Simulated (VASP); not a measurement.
A run of VASP 6.6.1 is set up as follows.

File INCAR:

```
PREC = Accurate
ENCUT = 600
EDIFF = 1E-6
ISMEAR = -1
SIGMA = 0.1
LREAL = False
LASPH = True
NELM = 100
ALGO = Normal
ISIF = 3
LWAVE = False
LCHARG = False
GGA = RE
IBRION = 2
NSW = 80
EDIFFG = -0.01
```

File KPOINTS:

```
Automatic mesh
0
Gamma
  7 7 10
```

POSCAR

```
Zr
1.0
    5.0859926290      0.0000000000      0.0000000000
   -2.5429963145      4.4045988202      0.0000000000
    0.0000000000      0.0000000000      3.1177134816
Zr
3
Direct
    0.0000000000      0.0000000000      0.0000000000
    0.3333333333      0.6666666667      0.5000000000
    0.6666666667      0.3333333333      0.5000000000
```

Potentials or basis: VASP PAW PBE potentials, release 64 (Zr_sv).

Command:

```console
$ cat potpaw_PBE.64/Zr_sv/POTCAR > POTCAR
$ mpirun -np 1 vasp_std > vasp.out
```

(1) What does it give for the relaxed cell?

(2) Estimate the relaxed volume.

(3) Predict the band gap on the k mesh.

(4) Predict the space group after relaxing (to 0.1 Å).

Results:

(1) a = 5.077 Å, b = 5.077 Å, c = 3.162 Å, α = 90.00°, β = 90.00°, γ = 120.00°.

(2) 23.53 Å³/atom.

(3) zero (bands 18 and 19 overlap by 0.43 eV).

(4) P6/mmm (No. 191).

Caveat: the PAW data sets were made with another functional, which shifts forces and pressure a little.
